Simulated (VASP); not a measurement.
# Pd (Fm-3m) in VASP: further runs, part 2 of 2

VASP 6.6.1. The steps go on from the part before.

**4. Single point, RPBE**

This run uses another cell than the first one, of 15.74 Å³/atom, 1.099 times its volume.

INCAR reads:

```
SYSTEM = Pd
PREC     = Accurate       ! precision mode
ENCUT    = 520            ! plane-wave cutoff, eV
EDIFF    = 1E-7           ! SCF threshold, eV
ISMEAR   = -1             ! smearing method
SIGMA    = 0.05           ! smearing width, eV
LREAL    = .False.        ! projectors in reciprocal space
LASPH    = .True.         ! aspherical terms in the spheres
NELM     = 60             ! most SCF steps
ALGO     = Normal         ! electronic algorithm
ISIF     = 2              ! what is computed and relaxed
LWAVE    = .False.        ! write WAVECAR
LCHARG   = .False.        ! write CHGCAR
GGA      = RP             ! functional
NBANDS   = 11             ! bands
```

KPOINTS reads:

```
regular mesh
0
Gamma
  12 12 12
  0 0 0
```

POSCAR reads:

```
Pd
1.0
    0.0000000000      1.9891253008      1.9891253008
    1.9891253008      0.0000000000      1.9891253008
    1.9891253008      1.9891253008      0.0000000000
Pd
1
Direct
    0.0000000000      0.0000000000      0.0000000000
```

Potentials or basis: VASP PAW PBE potentials, release 64 (Pd).

On the command line:

```
$ cat potpaw_PBE.64/Pd/POTCAR > POTCAR
$ mpirun -np 1 vasp_std > vasp.out
```

OUTCAR:

```text
SYSTEM = Pd
   PREC = Accurate
   ENCUT = 520
   EDIFF = 1E-7
   ISMEAR = -1
   LREAL = .False.
   LASPH = .True.
   NELM = 60
   ISIF = 2
   GGA = RP

 ion  position               nearest neighbor table
   1  0.000  0.000  0.000-

  LATTYP: Found a face centered cubic cell.
 ALAT       =     3.9782506016

  Lattice vectors:

 A1 = (   0.0000000000,   1.9891253008,   1.9891253008)
 A2 = (   1.9891253008,   0.0000000000,   1.9891253008)
 A3 = (   1.9891253008,   1.9891253008,   0.0000000000)

Analysis of symmetry for initial positions (statically):
=====================================================================
 Subroutine PRICEL returns:
 Original cell was already a primitive cell.

 Routine SETGRP: Setting up the symmetry group for a
 face centered cubic supercell.

 Subroutine GETGRP returns: Found 48 space group operations
 (whereof 48 operations were pure point group operations)
 out of a pool of 48 trial point group operations.

The static configuration has the point symmetry O_h .

Analysis of symmetry for dynamics (positions and initial velocities):
=====================================================================
 Subroutine PRICEL returns:
 Original cell was already a primitive cell.

 Routine SETGRP: Setting up the symmetry group for a
 face centered cubic supercell.

 Subroutine GETGRP returns: Found 48 space group operations
 (whereof 48 operations were pure point group operations)
 out of a pool of 48 trial point group operations.

The dynamic configuration has the point symmetry O_h .

 Subroutine INISYM returns: Found 48 space group operations
 (whereof 48 operations are pure point group operations),
 and found     1 'primitive' translations

----------------------------------------------------------------------------------------
[... 114 lines left out ...]
  Thomas-Fermi vector in A             =   2.529620
   LORBIT       =      0    0 simple, 1 ext, 2 COOP (PROOUT), +10 PAW based schemes
   GGA     = RP    functional components
   LHFCALC =     F    Hartree Fock is set to
   AEXX    =    0.0000 exact exchange contribution
   IVDW    =     0    specifies the selected vdW correction
   LEPSILON=     F    determine dielectric tensor
   LRPA    =     F    only Hartree local field effects (RPA)
 non-spin polarized calculation
  energy-cutoff  :      520.00
  volume of cell :       15.74
 maximum number of plane-waves:       444
 NGX is ok and might be reduce to    24
   NGX = 11   NGY = 11   NGZ = 11

 number of electron      10.0000001 magnetization

 Free energy of the ion-electron system (eV)
  ---------------------------------------------------
  ext. energy  EPLUGINS =         0.00000000
  ---------------------------------------------------
  free energy    TOTEN  =        -4.63977148 eV

  energy without entropy =       -4.61856541  energy(sigma->0) =       -4.62916845

 E-fermi :   8.7998     XC(G=0): -12.6731

 val. band max:        8.7987931115   @ k =  -0.3333   0.4167   0.0833
 cond. band min:       8.7998369499   @ k =   0.5000   0.4167   0.0833
 fundamental gap:      0.0010438385
 Fermi energy:         8.7997772627

 k-point     1 :       0.0000    0.0000    0.0000
  band No.  band energies     occupation
      1       2.2307      2.00000
      2       6.2740      2.00000
      3       6.2740      2.00000
      4       6.2740      2.00000
      5       7.7122      2.00000
      6       7.7122      2.00000
      7      25.9710      0.00000
      8      30.4125      0.00000
      9      30.4125      0.00000
     10      30.4125      0.00000
     11      35.1579      0.00000
[... 309 lines left out ...]
 k-point    24 :      -0.4167    0.1667    0.0000
  band No.  band energies     occupation
      1       4.6000      2.00000
      2       5.8573      2.00000
      3       6.7185      2.00000
      4       7.1206      2.00000
      5       8.5895      1.97060
      6      12.3510      0.00000
      7      15.9968      0.00000
      8      24.2154      0.00000
      9      27.2914      0.00000
     10      28.0626      0.00000
     11      35.4635      0.00000

 [... further k-points ...]

------------------------ aborting loop because EDIFF is reached ----------------------------------------

  FORCE on cell =-STRESS in cart. coord.  units (eV):
  Direction    XX          YY          ZZ          XY          YZ          ZX
  --------------------------------------------------------------------------------------
  -------------------------------------------------------------------------------------
  Total       -0.0118580     -0.0118580     -0.0118580     -0.0000000     -0.0000000      0.0000000
  in kB       -1.2069918     -1.2069918     -1.2069918     -0.0000000     -0.0000000      0.0000000
  external PRESSURE =      -1.2069918 kB  Pullay stress =       0.0000000 kB

 VOLUME and BASIS-vectors are now :
 -----------------------------------------------------------------------------
  energy-cutoff  :      520.00
  volume of cell :       15.74
      direct lattice vectors                 reciprocal lattice vectors
     0.000000000  1.989125301  1.989125301    -0.251366769  0.251366769  0.251366769
     1.989125301  0.000000000  1.989125301     0.251366769 -0.251366769  0.251366769
     1.989125301  1.989125301  0.000000000     0.251366769  0.251366769 -0.251366769

 POSITION                                       TOTAL-FORCE (eV/Angst)
 -----------------------------------------------------------------------------------
      0.00000      0.00000      0.00000        -0.000000      0.000000      0.000000
 -----------------------------------------------------------------------------------
    total drift:                               -0.000000      0.000000     -0.000000

  FREE ENERGIE OF THE ION-ELECTRON SYSTEM (eV)
  ---------------------------------------------------
  free  energy   TOTEN  =        -4.6397714841 eV

  energy  without entropy=       -4.6185654064  energy(sigma->0) =       -4.62916845
```

Wall time 5 s (1 thread of Intel Xeon 6975P-C (Granite Rapids), shared host); peak memory 0.14 GiB.

Results:

* Free energy: -4.6398 eV
* Pressure: -0.1 GPa
* Band gap on the k mesh: zero (band 5 reaches 9.07 eV, above the bottom of band 6 at 7.66 eV)

Levels at points of the mesh, in eV from the Fermi level:
| k point | band 3 | band 4 | band 5 | band 6 | band 7 | band 8 |
| --- | --- | --- | --- | --- | --- | --- |
| (0.00, 0.00, 0.00) | -2.53 | -2.53 | -1.09 | -1.09 | 17.17 | 21.61 |
| (0.50, 0.00, 0.00) | -2.57 | -0.01 | -0.01 | 1.22 | 6.89 | 16.52 |
| (0.50, 0.50, 0.00) | -0.04 | 0.27 | 0.27 | 3.43 | 10.18 | 12.94 |

Caveat: the PAW data sets were made with another functional, which shifts forces and pressure a little.

**5. Single point, BLYP**

This run uses another cell than the first one, of 16.31 Å³/atom, 1.138 times its volume.

INCAR reads:

```
PREC = Accurate
ENCUT = 520
EDIFF = 1E-6
ISMEAR = -1
SIGMA = 0.05
LREAL = F
LASPH = T
NELM = 100
ALGO = Normal
ISIF = 2
LWAVE = F
LCHARG = F
GGA = B5
ALDAX = 1.0
AGGAX = 1.0
AGGAC = 1.0
ALDAC = 0.0
NBANDS = 11
```

KPOINTS reads:

```
regular mesh
0
Gamma
  12 12 12
```

POSCAR reads:

```
Pd
1.0
    0.0000000000      2.0128509944      2.0128509944
    2.0128509944      0.0000000000      2.0128509944
    2.0128509944      2.0128509944      0.0000000000
Pd
1
Direct
    0.0000000000      0.0000000000      0.0000000000
```

On the command line:

```
$ cat potpaw_PBE.64/Pd/POTCAR > POTCAR
$ mpirun -np 1 vasp_std > vasp.out
```

Wall time 6.8 s (1 thread of Intel Xeon 6975P-C (Granite Rapids), shared host); peak memory 0.14 GiB.

The run converged. Its results:

* Free energy: -4.3915 eV
* Pressure: 0.3 GPa
* Band gap on the k mesh: zero (band 5 reaches 8.90 eV, above the bottom of band 6 at 7.55 eV)

Levels at points of the mesh, in eV from the Fermi level:
```
           k point  band 3  band 4  band 5  band 6  band 7  band 8
(0.00, 0.00, 0.00)   -2.40   -2.40   -1.05   -1.05   17.45   21.46
(0.50, 0.00, 0.00)   -2.44   -0.02   -0.02    1.51    6.61   16.82
(0.50, 0.50, 0.00)   -0.05    0.25    0.25    3.57    9.86   12.76
```

Caveat: the PAW data sets were made with another functional, which shifts forces and pressure a little.

**6. Relaxation of cell and atoms, PBEsol+D4**

This run uses another cell than the first one, of 14.75 Å³/atom, 1.030 times its volume.

INCAR reads:

```
ALGO = Normal
EDIFF = 1E-7
EDIFFG = -0.02
ENCUT = 600
GGA = PS
IBRION = 2
ISIF = 3
ISMEAR = -1
IVDW = 13
LASPH = T
LCHARG = F
LREAL = F
LWAVE = F
NELM = 80
NSW = 80
PREC = Accurate
SIGMA = 0.05
```

KPOINTS reads:

```
k-points
0
Gamma
  12 12 12
```

POSCAR reads:

```
Pd
1.0
    0.0000000000      1.9465000000      1.9465000000
    1.9465000000      0.0000000000      1.9465000000
    1.9465000000      1.9465000000      0.0000000000
Pd
1
Direct
    0.0000000000      0.0000000000      0.0000000000
```

Potentials or basis: VASP PAW PBE potentials, release 64 (Pd).

On the command line:

```
$ cat potpaw_PBE.64/Pd/POTCAR > POTCAR
$ mpirun -np 1 vasp_std > vasp.out
```

Wall time 11 s (1 thread of Intel Xeon 6975P-C (Granite Rapids), shared host); peak memory 0.15 GiB.

Results (log left out):

| Quantity | Value |
| --- | --- |
| Free energy | -6.2687 eV |
| Relaxed volume | 14.31 Å³/atom |
| Relaxed cell | a = 2.725 Å, b = 2.725 Å, c = 2.725 Å, α = 60.00°, β = 60.00°, γ = 60.00° |
| Space group after relaxing (to 0.05 Å) | Fm-3m (No. 225) |
| Energy gained by relaxing | 8.9 meV/atom |
| Ionic steps | 3 |
| Pressure after relaxing | -0.1 GPa |
| Band gap on the k mesh | zero (band 5 reaches 10.44 eV, above the bottom of band 6 at 8.78 eV) |
| Dispersion energy per atom | -0.295 eV |

Step by step:
```csv
step,energy change (eV),largest force (eV/Å),pressure (GPa),volume (Å³)
1,0.0000,0.0000,-6.14,14.75
2,0.0191,0.0000,13.08,13.58
3,-0.0089,0.0000,-0.09,14.31
```

Final structure:
```xyz
1
Lattice="0.0000 1.9269 1.9269 1.9269 0.0000 1.9269 1.9269 1.9269 0.0000" Properties=species:S:1:pos:R:3 pbc="T T T"
Pd    0.0000    0.0000    0.0000
```

Levels at points of the mesh, in eV from the Fermi level:
| k point | band 3 | band 4 | band 5 | band 6 | band 7 | band 8 |
| --- | --- | --- | --- | --- | --- | --- |
| (0.00, 0.00, 0.00) | -2.98 | -2.98 | -1.26 | -1.26 | 17.17 | 22.12 |
| (0.50, 0.00, 0.00) | -3.02 | 0.00 | 0.00 | 0.89 | 7.54 | 16.54 |
| (0.50, 0.50, 0.00) | -0.02 | 0.33 | 0.33 | 3.28 | 11.06 | 13.31 |

Caveat: the PAW data sets were made with another functional, which shifts forces and pressure a little; pairwise dispersion overbinds metals, which lowers pressure and volume.

**7. Overview**

```csv
task,level,cell,cutoff (eV),gap on the mesh (eV),pressure (GPa)
single point,PBEsol+D4,"a = 2.726 Å, angles 60.0°, 1 atom",520,none,-0.4
single point,PBEsol,"a = 2.739 Å, angles 60.0°, 1 atom",520,none,-0.3
single point,RPBE,"a = 2.813 Å, angles 60.0°, 1 atom",520,none,-0.1
single point,BLYP,"a = 2.847 Å, angles 60.0°, 1 atom",520,none,0.3
relaxation of cell and atoms,PBEsol+D4,"relaxed from a = 2.753 Å, angles 60.0°, 1 atom",600,none,-0.1
```

Alike in all rows: potentials or basis VASP PAW PBE potentials, release 64 (Pd); no spin polarisation; k mesh 12 × 12 × 12; smearing fermi-dirac 0.05 eV.

Caveats: the PAW data sets were made with another functional, which shifts forces and pressure a little; pairwise dispersion overbinds metals, which lowers pressure and volume (some runs).

Total energies depend on the potentials used, so only differences within one code and one set of settings carry meaning.
